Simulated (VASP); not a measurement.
# Nb (Im-3m) in VASP: notebook, part 2 of 2

VASP 6.6.1.

### 3 Single point, PBE, non-collinear spin, zero start, spin-orbit coupling

Contents of INCAR:

```
PREC = Accurate
ENCUT = 520
EDIFF = 1E-6
ISMEAR = 0
SIGMA = 0.1
LREAL = False
LASPH = True
NELM = 150
ALGO = Normal
ISIF = 2
LWAVE = False
LCHARG = False
MAGMOM = 0 0 0
LORBIT = 11
LSORBIT = True
GGA_COMPAT = False
LORBMOM = True
LMAXMIX = 4
GGA = PE
NBANDS = 24
```

Contents of KPOINTS:

```
Automatic mesh
0
Gamma
  18 18 18
```

Contents of POSCAR:

```
Nb
1.0
   -1.6555580008      1.6555580008      1.6555580008
    1.6555580008     -1.6555580008      1.6555580008
    1.6555580008      1.6555580008     -1.6555580008
Nb
1
Direct
    0.0000000000      0.0000000000      0.0000000000
```

Potentials or basis: VASP PAW PBE potentials, release 64 (Nb_sv).

Command:

```bash
$ cat potpaw_PBE.64/Nb_sv/POTCAR > POTCAR
$ mpirun -np 1 vasp_ncl > vasp.out
```

OUTCAR:

```text
PREC = Accurate
   ENCUT = 520
   EDIFF = 1E-6
   ISMEAR = 0
   LREAL = False
   LASPH = True
   NELM = 150
   ISIF = 2
   LORBIT = 11
   LSORBIT = True
   GGA = PE

 ion  position               nearest neighbor table
   1  0.000  0.000  0.000-

  LATTYP: Found a body centered cubic cell.
 ALAT       =     3.3111160016

  Lattice vectors:

 A1 = (  -1.6555580008,   1.6555580008,   1.6555580008)
 A2 = (   1.6555580008,  -1.6555580008,   1.6555580008)
 A3 = (   1.6555580008,   1.6555580008,  -1.6555580008)

Analysis of symmetry for initial positions (statically):
=====================================================================
 Subroutine PRICEL returns:
 Original cell was already a primitive cell.

 Routine SETGRP: Setting up the symmetry group for a
 body centered cubic supercell.

 Subroutine GETGRP returns: Found 48 space group operations
 (whereof 48 operations were pure point group operations)
 out of a pool of 48 trial point group operations.

The static configuration has the point symmetry O_h .

Analysis of symmetry for dynamics (positions and initial velocities):
=====================================================================
 Subroutine PRICEL returns:
 Original cell was already a primitive cell.

 Routine SETGRP: Setting up the symmetry group for a
 body centered cubic supercell.

 Subroutine GETGRP returns: Found 48 space group operations
 (whereof 48 operations were pure point group operations)
 out of a pool of 48 trial point group operations.

The dynamic configuration has the point symmetry O_h .

Analysis of structural, dynamic, and magnetic symmetry:
=====================================================================
 Subroutine PRICEL returns:
 Original cell was already a primitive cell.

 Routine SETGRP: Setting up the symmetry group for a
 body centered cubic supercell.

 Subroutine GETGRP returns: Found 48 space group operations
 (whereof 48 operations were pure point group operations)
 out of a pool of 48 trial point group operations.
[... 815 lines left out ...]
  in kB       -3.3037998     -3.3037998     -3.3037998     -0.0000000     -0.0000000      0.0000000
  external PRESSURE =      -3.3037998 kB  Pullay stress =       0.0000000 kB

 VOLUME and BASIS-vectors are now :
 -----------------------------------------------------------------------------
  energy-cutoff  :      520.00
  volume of cell :       18.15
      direct lattice vectors                 reciprocal lattice vectors
    -1.655558001  1.655558001  1.655558001     0.000000000  0.302012977  0.302012977
     1.655558001 -1.655558001  1.655558001     0.302012977  0.000000000  0.302012977
     1.655558001  1.655558001 -1.655558001     0.302012977  0.302012977  0.000000000

 POSITION                                       TOTAL-FORCE (eV/Angst)
 -----------------------------------------------------------------------------------
      0.00000      0.00000      0.00000        -0.000000      0.000000     -0.000000
 -----------------------------------------------------------------------------------
    total drift:                                0.000000     -0.000000     -0.000000

  FREE ENERGIE OF THE ION-ELECTRON SYSTEM (eV)
  ---------------------------------------------------
  free  energy   TOTEN  =       -10.3075843546 eV

  energy  without entropy=      -10.2991785208  energy(sigma->0) =      -10.30338144

 orbital moment (x)

 # of ion     p       d       tot
 ----------------------------------------
  1        -0.000  -0.000  -0.000
 ----------------------------------------
           -0.000  -0.000  -0.000

 orbital moment (y)

 # of ion     p       d       tot
 ----------------------------------------
  1        -0.000  -0.000  -0.000
 ----------------------------------------
           -0.000  -0.000  -0.000

 orbital moment (z)

 # of ion     p       d       tot
 ----------------------------------------
  1         0.000   0.000   0.000
 ----------------------------------------
            0.000   0.000   0.000

 Spin-Orbit-Coupling matrix elements

 Ion:    1  E_soc:     -0.1754223
 l=   1
     0.0000000    -0.0268606    -0.0268606
    -0.0268606     0.0000000    -0.0268606
    -0.0268606    -0.0268606     0.0000000
 l=   2
     0.0000000    -0.0006222     0.0000000    -0.0006222    -0.0017543
    -0.0006222     0.0000000    -0.0013157    -0.0006222    -0.0004386
     0.0000000    -0.0013157     0.0000000    -0.0013157     0.0000000
    -0.0006222    -0.0006222    -0.0013157     0.0000000    -0.0004386
    -0.0017543    -0.0004386     0.0000000    -0.0004386     0.0000000
 l=   3
     0.0000000     0.0000000     0.0000000     0.0000000     0.0000000     0.0000000     0.0000000
     0.0000000     0.0000000     0.0000000     0.0000000     0.0000000     0.0000000     0.0000000
     0.0000000     0.0000000     0.0000000     0.0000000     0.0000000     0.0000000     0.0000000
     0.0000000     0.0000000     0.0000000     0.0000000     0.0000000     0.0000000     0.0000000
     0.0000000     0.0000000     0.0000000     0.0000000     0.0000000     0.0000000     0.0000000
     0.0000000     0.0000000     0.0000000     0.0000000     0.0000000     0.0000000     0.0000000
     0.0000000     0.0000000     0.0000000     0.0000000     0.0000000     0.0000000     0.0000000

 total charge

# of ion       s       p       d       tot
------------------------------------------
    1        2.221   5.998   2.495  10.713

 magnetization (x)

# of ion       s       p       d       tot
------------------------------------------
    1       -0.000  -0.000  -0.000  -0.000

 magnetization (y)

# of ion       s       p       d       tot
------------------------------------------
    1        0.000   0.000  -0.000   0.000

 magnetization (z)

# of ion       s       p       d       tot
------------------------------------------
    1        0.000   0.000  -0.000  -0.000
```

OSZICAR:

```text
N       E                     dE             d eps       ncg     rms          rms(c)
DAV:   1     0.148153242992E+03    0.14815E+03   -0.71364E+03  9376   0.114E+03
DAV:   2    -0.138675494002E+01   -0.14954E+03   -0.14414E+03 10160   0.449E+02
DAV:   3    -0.103508213133E+02   -0.89641E+01   -0.85953E+01 17240   0.872E+01
DAV:   4    -0.107274518304E+02   -0.37663E+00   -0.37032E+00 12856   0.138E+01
DAV:   5    -0.107379071831E+02   -0.10455E-01   -0.10451E-01 14032   0.248E+00    0.704E+00
DAV:   6    -0.103448720622E+02    0.39304E+00   -0.54754E-01 13952   0.984E+00    0.243E+00
DAV:   7    -0.103015213188E+02    0.43351E-01   -0.22597E-01 15744   0.575E+00    0.106E+00
DAV:   8    -0.103068131779E+02   -0.52919E-02   -0.13020E-02 12920   0.135E+00    0.789E-01
DAV:   9    -0.103076878698E+02   -0.87469E-03   -0.26708E-03 12896   0.679E-01    0.105E-01
DAV:  10    -0.103075956948E+02    0.92175E-04   -0.43624E-04 15000   0.238E-01    0.257E-02
DAV:  11    -0.103075876280E+02    0.80668E-05   -0.11615E-05 13064   0.474E-02    0.777E-03
DAV:  12    -0.103075846530E+02    0.29749E-05   -0.10459E-06 11048   0.982E-03    0.250E-03
DAV:  13    -0.103075843546E+02    0.29839E-06   -0.12211E-07  6360   0.526E-03
   1 F= -.10307584E+02 E0= -.10303381E+02  d E =-.840583E-02  mag=    -0.0000     0.0000    -0.0000
```

Wall time 1.8 min (1 thread of Intel Xeon 6975P-C (Granite Rapids), shared host); peak memory 0.27 GiB.

Results:

```yaml
Free_energy: -10.3076 eV
Pressure: -0.3 GPa
Net_moment: 0.00 μB per cell
Valence_electrons_inside_the_program's_atomic_spheres: Nb 10.71
```

Moments on the atoms (μB; x, y, z):
```
Nb  0.00 0.00 0.00
```
